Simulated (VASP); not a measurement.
Input of a VASP 6.6.1 run:

The input INCAR:

```
SYSTEM = Ta2N
ALGO = Normal ; EDIFF = 1E-6
ENCUT = 700 ; GGA_COMPAT = .False.
ISIF = 2 ; ISMEAR = 0
LASPH = .True. ; LCHARG = .False.
LREAL = .False. ; LWAVE = .False.
NBANDS = 22 ; NELM = 120
PREC = Accurate ; SIGMA = 0.15
```

File KPOINTS:

```
k-points
0
Gamma
  15 15 8
  0 0 0
```

File POSCAR:

```
Ta2N
1.0
    3.0618406011      0.0000000000      0.0000000000
   -1.5309203006      2.6516317429      0.0000000000
    0.0000000000      0.0000000000      5.1222640622
Ta N
2 1
Direct
    0.6666666667      0.3333333333      0.7466885012
    0.3333333333      0.6666666667      0.2533114988
    0.0000000000      0.0000000000      0.0000000000
```

Potentials or basis: VASP PAW LDA potentials, release 64 (Ta_sv_GW, N).

Launch:

```console
$ cat potpaw_LDA.64/Ta_sv_GW/POTCAR potpaw_LDA.64/N/POTCAR > POTCAR
$ mpirun -np 1 vasp_std > vasp.out
```

(1) Estimate the pressure.

(2) Estimate the largest force.

(3) Predict the band gap on the k mesh.

## Answers

(1) -17.5 GPa.

(2) 0.021 eV/Å.

(3) zero (an odd number of electrons rules out a gap without spin polarisation).

Caveat: the cell differs from its parent crystal (engineering shear strain xy +0.0000, normal strain along z +0.0700); the stress differs along the axes, from -26 to -13 GPa; spin-orbit coupling is left out, which moves the levels of the heavy elements.
